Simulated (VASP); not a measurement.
# BaTiO3 (Amm2) in VASP: a series of runs

BaTiO3 is run at these levels: PBEsol; tasks: relaxation of cell and atoms.

All numbers are computed with VASP 6.6.1; they aren't measurements. Logs are shortened: lines on timing, memory, paths and dates and some standing lists are left out, and cuts for length are marked.

## Step 1: The cell of the first run

The structure is orthorhombic, space group Amm2 (No. 38). Conventional cell: a = 3.986 Å, b = 5.674 Å, c = 5.690 Å, α = 90.00°, β = 90.00°, γ = 90.00°. Within 3.7 Å of Ba (site symmetry mm2) lie 12 O at 2.77 to 2.92 Å and 8 Ti at 3.42 to 3.53 Å. Within 2.6 Å of Ti (site symmetry mm2) lie 6 O at 1.93 to 2.09 Å. Within 2.6 Å of O (site symmetry mm2) lie 2 Ti at 2.00 Å. Within 2.6 Å of O (site symmetry m) lie 2 Ti at 1.93 to 2.09 Å.

## Step 2: Relaxation of cell and atoms, PBEsol

The input, INCAR:

```
ALGO = Normal ; EDIFF = 1E-6
EDIFFG = -0.01 ; ENCUT = 600
GGA = PS ; IBRION = 2
ISIF = 3 ; ISMEAR = 0
LASPH = True ; LCHARG = False
LREAL = False ; LWAVE = False
NELM = 60 ; NSW = 60
PREC = Accurate ; SIGMA = 0.01
```

The input, KPOINTS:

```
k-points
0
Gamma
  4 4 4
```

The input, POSCAR:

```
BaTiO3
1.0
    3.9855000000      0.0000000000      0.0000000000
    0.0000000000      4.0178200000      0.0000000000
    0.0000000000      0.0116672460      4.0178030599
Ba Ti O
1 1 3
Direct
    0.0000000000      0.0000000000      0.0000000000
    0.5000000000      0.5124000000      0.5124000000
    0.0000000000      0.4874000000      0.4874000000
    0.5000000000      0.5052400000      0.9918400000
    0.5000000000      0.9918400000      0.5052400000
```

Potentials or basis: VASP PAW PBE potentials, release 64 (Ba_sv, Ti_sv, O).

The run is started by

```console
> cat potpaw_PBE.64/Ba_sv/POTCAR potpaw_PBE.64/Ti_sv/POTCAR potpaw_PBE.64/O/POTCAR > POTCAR
> mpirun -np 1 vasp_std > vasp.out
```

OUTCAR:

```text
EDIFF = 1E-6
   EDIFFG = -0.01
   ENCUT = 600
   GGA = PS
   IBRION = 2
   ISIF = 3
   ISMEAR = 0
   LASPH = True
   LREAL = False
   NELM = 60
   NSW = 60
   PREC = Accurate

 ion  position               nearest neighbor table
   1  0.000  0.000  0.000-   3 2.77   4 2.81   4 2.81   5 2.81   5 2.81   3 2.84   3 2.84   4 2.84
                             4 2.84   5 2.84   5 2.84   3 2.92   2 3.42   2 3.42   2 3.47   2 3.47
   2  0.500  0.512  0.512-   5 1.93   4 1.93   3 2.00   3 2.00   5 2.09   4 2.09   1 3.42   1 3.42
                             1 3.47   1 3.47   1 3.47   1 3.47   1 3.53   1 3.53
   3  0.000  0.487  0.487-   2 2.00   2 2.00   1 2.77   1 2.84   1 2.84   1 2.92
   4  0.500  0.505  0.992-   2 1.93   2 2.09   1 2.81   1 2.81   1 2.84   1 2.84
   5  0.500  0.992  0.505-   2 1.93   2 2.09   1 2.81   1 2.81   1 2.84   1 2.84

  LATTYP: Found a base centered orthorhombic cell.
 ALAT       =     5.6737995485
 B/A-ratio  =     1.0029081033
 C/A-ratio  =     0.7024393382

  Lattice vectors:

 A1 = (   0.0000000000,  -0.0116672460,  -4.0178030599)
 A2 = (   0.0000000000,   4.0178200000,   0.0000000000)
 A3 = (   3.9855000000,   0.0000000000,   0.0000000000)

Analysis of symmetry for initial positions (statically):
=====================================================================
 Subroutine PRICEL returns:
 Original cell was already a primitive cell.

 Routine SETGRP: Setting up the symmetry group for a
 base centered orthorhombic supercell.

 Subroutine GETGRP returns: Found  4 space group operations
 (whereof  4 operations were pure point group operations)
 out of a pool of  8 trial point group operations.

The static configuration has the point symmetry C_2v.

Analysis of symmetry for dynamics (positions and initial velocities):
=====================================================================
 Subroutine PRICEL returns:
 Original cell was already a primitive cell.

 Routine SETGRP: Setting up the symmetry group for a
 base centered orthorhombic supercell.

 Subroutine GETGRP returns: Found  4 space group operations
 (whereof  4 operations were pure point group operations)
 out of a pool of  8 trial point group operations.

The dynamic configuration has the point symmetry C_2v.

 Subroutine INISYM returns: Found  4 space group operations
 (whereof  4 operations are pure point group operations),
 and found     1 'primitive' translations

----------------------------------------------------------------------------------------

                                     Primitive cell

  volume of cell :      64.3372

  direct lattice vectors                    reciprocal lattice vectors
     3.985500000  0.000000000  0.000000000     0.250909547  0.000000000  0.000000000
     0.000000000  4.017820000  0.000000000     0.000000000  0.248891190 -0.000722752
     0.000000000  0.011667246  4.017803060     0.000000000  0.000000000  0.248892239

  length of vectors
     3.985500000  4.017820000  4.017820000     0.250909547  0.248892239  0.248892239

  position of ions in fractional coordinates (direct lattice)
     0.000000000  0.000000000  0.000000000
     0.500000000  0.512400000  0.512400000
     0.000000000  0.487400000  0.487400000
     0.500000000  0.505240000  0.991840000
     0.500000000  0.991840000  0.505240000

  ion indices of the primitive-cell ions
   primitive index   ion index
                 1           1
                 2           2
                 3           3
                 4           4
                 5           5

----------------------------------------------------------------------------------------

 KPOINTS: k-points

Automatic generation of k-mesh.
 Grid dimensions read from file:
 generate k-points for:    4    4    4

 Generating k-lattice:

  Cartesian coordinates                     Fractional coordinates (reciprocal lattice)
     0.062727387  0.000000000  0.000000000     0.250000000  0.000000000  0.000000000
     0.000000000  0.062222797 -0.000180688     0.000000000  0.250000000 -0.000000000
     0.000000000  0.000000000  0.062223060     0.000000000  0.000000000  0.250000000

  Length of vectors
     0.062727387  0.062223060  0.062223060

  Shift w.r.t. Gamma in fractional coordinates (k-lattice)
     0.000000000  0.000000000  0.000000000

 Subroutine IBZKPT returns following result:
 ===========================================

 Found     21 irreducible k-points:

 Following reciprocal coordinates:
            Coordinates               Weight
  0.000000  0.000000  0.000000      1.000000
  0.250000  0.000000  0.000000      2.000000
  0.500000  0.000000  0.000000      1.000000
  0.000000  0.250000  0.000000      4.000000
  0.250000  0.250000  0.000000      8.000000
  0.500000  0.250000  0.000000      4.000000
[... 13 lines left out ...]
  0.250000  0.500000  0.500000      2.000000
  0.500000  0.500000  0.500000      1.000000
   k-points           NKPTS =     21   k-points in BZ     NKDIM =     21   number of bands    NBANDS=     24
   number of dos      NEDOS =    301   number of ions     NIONS =      5
   total plane-waves  NPLWV =  32768
   dimension x,y,z NGX =    32 NGY =   32 NGZ =   32
   dimension x,y,z NGXF=    64 NGYF=   64 NGZF=   64
   ions per type =               1   1   3
   NGX,Y,Z   is equivalent  to a cutoff of  13.35, 13.24, 13.24 a.u.
   NGXF,Y,Z  is equivalent  to a cutoff of  26.70, 26.48, 26.48 a.u.
 SYSTEM =  unknown system
   PREC   = accura    normal or accurate (medium, high low for compatibility)
   ISTART =      0    job   : 0-new  1-cont  2-samecut
   ICHARG =      2    charge: 1-file 2-atom 10-const
   ISPIN  =      1    spin polarized calculation?
   LNONCOLLINEAR =      F non collinear calculations
   LSORBIT =      F    spin-orbit coupling
   LASPH  =      T    aspherical Exc in radial PAW
   ENCUT  =  600.0 eV  44.10 Ry    6.64 a.u.   7.96  8.02  8.02*2*pi/ulx,y,z
   NELM   =     60;   NELMIN=  2; NELMDL= -5     # of ELM steps
   EDIFF  = 0.1E-05   stopping-criterion for ELM
   LREAL  =      F    real-space projection
   EDIFFG = -.1E-01   stopping-criterion for IOM
   NSW    =     60    number of steps for IOM
   IBRION =      2    ionic relax: 0-MD 1-quasi-New 2-CG
   NFREE  =      1    steps in history (QN), initial steepest desc. (CG)
   ISIF   =      3    stress and relaxation
   ISYM   =      2    0-nonsym 1-usesym 2-fastsym
   POTIM  = 0.5000    time-step for ionic-motion
   TEBEG  =    0.0;   TEEND  =   0.0 temperature during run
   PSTRESS=    0.0 pullay stress
   NELECT =      40.0000    total number of electrons
   NUPDOWN=      -1.0000    fix difference up-down
   EMIN   =  10.00;   EMAX   =-10.00  energy-range for DOS
   EFERMI =   0.00;   METHOD = LEGACY
   ISMEAR =     0;   SIGMA  =   0.01  broadening in eV -4-tet -1-fermi 0-gaus
   EFERMI_NEDOS =   21; number of points for ismear=-14 and -15
   IALGO  =     38    algorithm
   IMIX   =      4    mixing-type and parameters
     AMIX     =   0.40;   BMIX     =  1.00
     AMIX_MAG =   1.60;   BMIX_MAG =  1.00
  volume/ion in A,a.u.               =      12.87        86.83
  Fermi-wavevector in a.u.,A,eV,Ry     =   1.397250  2.640420 26.562765  1.952308
  Thomas-Fermi vector in A             =   2.520525
   LORBIT       =      0    0 simple, 1 ext, 2 COOP (PROOUT), +10 PAW based schemes
   GGA     = PS    functional components
   LHFCALC =     F    Hartree Fock is set to
   AEXX    =    0.0000 exact exchange contribution
   IVDW    =     0    specifies the selected vdW correction
   LEPSILON=     F    determine dielectric tensor
   LRPA    =     F    only Hartree local field effects (RPA)
 conjugate gradient relaxation of ions
 non-spin polarized calculation
 Gauss-broadening in eV      SIGMA  =   0.01
  energy-cutoff  :      600.00
  volume of cell :       64.34
 maximum number of plane-waves:      2176
 NGX is ok and might be reduce to    32
   NGX = 15   NGY = 17   NGZ = 17

--------------------------------------- Ionic step        1  -------------------------------------------

 number of electron      39.9999992 magnetization

 Free energy of the ion-electron system (eV)
  ---------------------------------------------------
  ext. energy  EPLUGINS =         0.00000000
  ---------------------------------------------------
  free energy    TOTEN  =       -41.97213540 eV

  energy without entropy =      -41.97213540  energy(sigma->0) =      -41.97213540

------------------------ aborting loop because EDIFF is reached ----------------------------------------

  FORCE on cell =-STRESS in cart. coord.  units (eV):
  Direction    XX          YY          ZZ          XY          YZ          ZX
  --------------------------------------------------------------------------------------
  -------------------------------------------------------------------------------------
  Total       -0.8748421     -0.9150397     -0.9142856      0.0000000     -0.1298415      0.0000000
  in kB      -21.7860414    -22.7870753    -22.7682963      0.0000000     -3.2334202      0.0000000
  external PRESSURE =     -22.4471377 kB  Pullay stress =       0.0000000 kB
[... 98 lines left out ...]
  FREE ENERGIE OF THE ION-ELECTRON SYSTEM (eV)
  ---------------------------------------------------
  free  energy   TOTEN  =       -41.9853747891 eV

  energy  without entropy=      -41.9853747891  energy(sigma->0) =      -41.98537479

[... ionic steps 4 to 12 ...]

--------------------------------------- Ionic step       13  -------------------------------------------

 number of electron      39.9999991 magnetization

------------------------ aborting loop because EDIFF is reached ----------------------------------------

  FORCE on cell =-STRESS in cart. coord.  units (eV):
  Direction    XX          YY          ZZ          XY          YZ          ZX
  --------------------------------------------------------------------------------------
  -------------------------------------------------------------------------------------
  Total        0.0258095      0.0302777      0.0302803      0.0000000     -0.0004357      0.0000000
  in kB        0.6433017      0.7546726      0.7547357      0.0000000     -0.0108597      0.0000000
  external PRESSURE =       0.7175700 kB  Pullay stress =       0.0000000 kB
[... 63 lines left out ...]
  energy  without entropy=      -42.0099530284  energy(sigma->0) =      -42.00995303

--------------------------------------- Ionic step       15  -------------------------------------------

 number of electron      39.9999991 magnetization

 Free energy of the ion-electron system (eV)
  ---------------------------------------------------
  ext. energy  EPLUGINS =         0.00000000
  ---------------------------------------------------
  free energy    TOTEN  =       -42.00997643 eV

  energy without entropy =      -42.00997643  energy(sigma->0) =      -42.00997643

 E-fermi :   3.8547     XC(G=0): -11.4856

 val. band max:        3.6633359904   @ k =   0.5000   0.5000   0.5000
 cond. band min:       5.8081678394   @ k =   0.0000   0.0000   0.0000
 fundamental gap:      2.1448318489
 Fermi energy:         3.8547280287

 k-point     1 :       0.0000    0.0000    0.0000
  band No.  band energies     occupation
      1     -52.4413      2.00000
      2     -28.8287      2.00000
      3     -28.8222      2.00000
      4     -28.7703      2.00000
      5     -21.1372      2.00000
      6     -13.1361      2.00000
[... 588 lines left out ...]
  FREE ENERGIE OF THE ION-ELECTRON SYSTEM (eV)
  ---------------------------------------------------
  free  energy   TOTEN  =       -42.0099764306 eV

  energy  without entropy=      -42.0099764306  energy(sigma->0) =      -42.00997643

 reached required accuracy - stopping structural energy minimisation
```

Wall time 6.5 min (1 thread of Intel Xeon 8259CL, shared host); peak memory 0.22 GiB.

What came out:

| Property | Result |
| --- | --- |
| Free energy | -42.0100 eV |
| Relaxed volume | 12.86 Å³/atom |
| Relaxed cell | a = 3.955 Å, b = 4.032 Å, c = 4.032 Å, α = 89.73°, β = 90.00°, γ = 90.00° |
| Space group after relaxing (to 0.1 Å) | Amm2 (No. 38) |
| Energy gained by relaxing | 7.6 meV/atom |
| Ionic steps | 15 |
| Pressure after relaxing | 0.0 GPa |
| Largest force after relaxing | 0.007 eV/Å |
| Band gap on the k mesh | 2.14 eV (least direct gap 2.55 eV) |

Forces on the atoms (eV/Å):
```
Ba   0.000  0.000  0.000
Ti   0.000 -0.005 -0.005
O    0.000  0.001  0.001
O    0.000  0.001  0.002
O    0.000  0.002  0.001
```

Step by step:
```csv
step,energy change (eV),largest force (eV/Å),pressure (GPa),volume (Å³)
1,0.0000,0.3071,-2.24,64.34
2,-0.0096,0.2060,2.84,62.67
3,-0.0132,0.2289,1.06,63.23
4,-0.0240,0.1674,0.92,63.42
5,-0.0338,0.0877,0.93,63.84
6,-0.0331,0.1402,-1.75,64.86
7,-0.0362,0.0653,-0.36,64.31
8,-0.0373,0.0545,0.12,64.17
9,-0.0373,0.0552,0.08,64.18
10,-0.0376,0.0314,0.05,64.22
11,-0.0378,0.0277,-0.04,64.30
12,-0.0378,0.0143,0.08,64.28
13,-0.0378,0.0149,0.07,64.28
14,-0.0378,0.0134,-0.05,64.36
15,-0.0378,0.0066,-0.04,64.30
```

Final structure:
```
Ba Ti O
1.0
     3.95521    0.00000    0.00000
     0.00000    4.03208    0.00360
     0.00000    0.01531    4.03206
Ba Ti O
1 1 3
Direct
  0.00000 0.00755 0.00755
  0.50000 0.52242 0.52242
  0.00000 0.49049 0.49049
  0.50000 0.49353 0.98289
  0.50000 0.98289 0.49353
```

Levels at points of the mesh, in eV from the valence-band top:
| k point | band 18 | band 19 | band 20 | band 21 | band 22 | band 23 |
| --- | --- | --- | --- | --- | --- | --- |
| (0.00, 0.00, 0.00) | -0.53 | -0.50 | -0.41 | 2.14 | 2.37 | 2.44 |
| (0.50, 0.00, 0.00) | -1.61 | -1.19 | -1.04 | 2.56 | 3.68 | 3.87 |
| (0.00, 0.50, 0.00) | -1.74 | -0.96 | -0.79 | 2.39 | 3.74 | 3.76 |
| (0.50, 0.50, 0.00) | -0.95 | -0.92 | -0.09 | 3.78 | 3.80 | 4.14 |
| (0.00, 0.50, 0.50) | -0.94 | -0.87 | -0.26 | 3.74 | 3.79 | 4.06 |
| (0.50, 0.50, 0.50) | -0.18 | -0.02 | 0.00 | 4.29 | 4.33 | 4.44 |

Caveat: the PAW data sets were made with another functional, which shifts forces and pressure a little; spin-orbit coupling is left out, which moves the levels of the heavy elements.

## Step 3: Relaxation of cell and atoms, PBEsol, target pressure 5 GPa, at which the enthalpy is minimised

The input, INCAR:

```
SYSTEM = BaTiO3
PREC     = Accurate       ! precision mode
ENCUT    = 600            ! plane-wave cutoff, eV
EDIFF    = 1E-6           ! SCF threshold, eV
ISMEAR   = 0              ! smearing method
SIGMA    = 0.01           ! smearing width, eV
LREAL    = .False.        ! projectors in reciprocal space
LASPH    = .True.         ! aspherical terms in the spheres
NELM     = 60             ! most SCF steps
ALGO     = Normal         ! electronic algorithm
ISIF     = 3              ! what is computed and relaxed
LWAVE    = .False.        ! write WAVECAR
LCHARG   = .False.        ! write CHGCAR
GGA      = PS             ! functional
IBRION   = 2              ! ionic algorithm
NSW      = 60             ! ionic steps
EDIFFG   = -0.01          ! ionic threshold
PSTRESS  = 50.0
```

The input, KPOINTS:

```
Automatic mesh
0
Gamma
  4 4 4
  0 0 0
```

POSCAR is that of step 2.

Potentials or basis: VASP PAW PBE potentials, release 64 (Ba_sv, Ti_sv, O).

The run is started by

```console
> cat potpaw_PBE.64/Ba_sv/POTCAR potpaw_PBE.64/Ti_sv/POTCAR potpaw_PBE.64/O/POTCAR > POTCAR
> mpirun -np 1 vasp_std > vasp.out
```

It took 6 min on 1 thread of Intel Xeon 8259CL, shared host; peak memory 0.23 GiB.

The run converged. Its results:

- Free energy: -41.9762 eV
- Relaxed volume: 12.41 Å³/atom
- Relaxed cell: a = 3.934 Å, b = 3.971 Å, c = 3.971 Å, α = 89.88°, β = 90.00°, γ = 90.00°
- Space group after relaxing (to 0.1 Å): Amm2 (No. 38)
- Energy change on relaxing (the run minimises the enthalpy): -0.8 meV/atom
- Ionic steps: 15
- Pressure after relaxing: 5.0 GPa
- Largest force after relaxing: 0.010 eV/Å
- Band gap on the k mesh: 2.01 eV (least direct gap 2.27 eV)

Forces in eV/Å, atoms in the order of the input:
```
Ba   0.000  0.005  0.005
Ti   0.000 -0.002 -0.002
O    0.000 -0.007 -0.007
O    0.000  0.002  0.002
O    0.000  0.002  0.002
```

Step by step:
| step | energy change (eV) | largest force (eV/Å) | pressure (GPa) | volume (Å³) |
| --- | --- | --- | --- | --- |
| 1 | 0.0000 | 0.3071 | -2.24 | 64.34 |
| 2 | 0.1899 | 0.4396 | 15.57 | 59.07 |
| 3 | 0.0150 | 0.2252 | 5.15 | 61.84 |
| 4 | 0.0166 | 0.2257 | 5.25 | 61.79 |
| 5 | 0.0107 | 0.1635 | 5.28 | 61.81 |
| 6 | 0.0041 | 0.0774 | 5.27 | 61.83 |
| 7 | -0.0056 | 0.0453 | 4.72 | 62.09 |
| 8 | -0.0050 | 0.0478 | 4.73 | 62.07 |
| 9 | 0.0014 | 0.0339 | 5.55 | 61.87 |
| 10 | -0.0025 | 0.0207 | 5.10 | 61.98 |
| 11 | -0.0040 | 0.0117 | 5.02 | 62.03 |
| 12 | -0.0044 | 0.0136 | 5.00 | 62.04 |
| 13 | -0.0045 | 0.0142 | 4.99 | 62.05 |
| 14 | -0.0045 | 0.0140 | 4.97 | 62.04 |
| 15 | -0.0040 | 0.0099 | 5.02 | 62.03 |

Final structure:
```cif
data_structure
_symmetry_space_group_name_H-M 'P 1'
_symmetry_Int_Tables_number 1
_cell_length_a 3.9342
_cell_length_b 3.9708
_cell_length_c 3.9708
_cell_angle_alpha 89.883
_cell_angle_beta 90.000
_cell_angle_gamma 90.000
_cell_volume 62.03
loop_
_atom_site_label
_atom_site_type_symbol
_atom_site_fract_x
_atom_site_fract_y
_atom_site_fract_z
_atom_site_occupancy
Ba1 Ba 0.00000 0.00463 0.00463 1
Ti1 Ti 0.50000 0.51670 0.51670 1
O1 O 0.00000 0.49294 0.49294 1
O2 O 0.50000 0.49397 0.98864 1
O3 O 0.50000 0.98864 0.49397 1
```

Levels at points of the mesh, in eV from the valence-band top:
```csv
k point,band 18,band 19,band 20,band 21,band 22,band 23
"(0.00, 0.00, 0.00)",-0.35,-0.34,-0.26,2.01,2.15,2.22
"(0.50, 0.00, 0.00)",-1.73,-1.01,-0.90,2.37,3.76,3.86
"(0.00, 0.50, 0.00)",-1.81,-0.86,-0.76,2.24,3.79,3.81
"(0.50, 0.50, 0.00)",-0.90,-0.88,-0.10,3.83,3.84,4.21
"(0.00, 0.50, 0.50)",-0.89,-0.85,-0.19,3.80,3.83,4.17
"(0.50, 0.50, 0.50)",-0.10,-0.01,0.00,4.44,4.46,4.53
```

Caveat: the cell is relaxed towards a set pressure, so the run minimises the enthalpy, not the energy; the PAW data sets were made with another functional, which shifts forces and pressure a little; spin-orbit coupling is left out, which moves the levels of the heavy elements. A k mesh can miss the band edges.
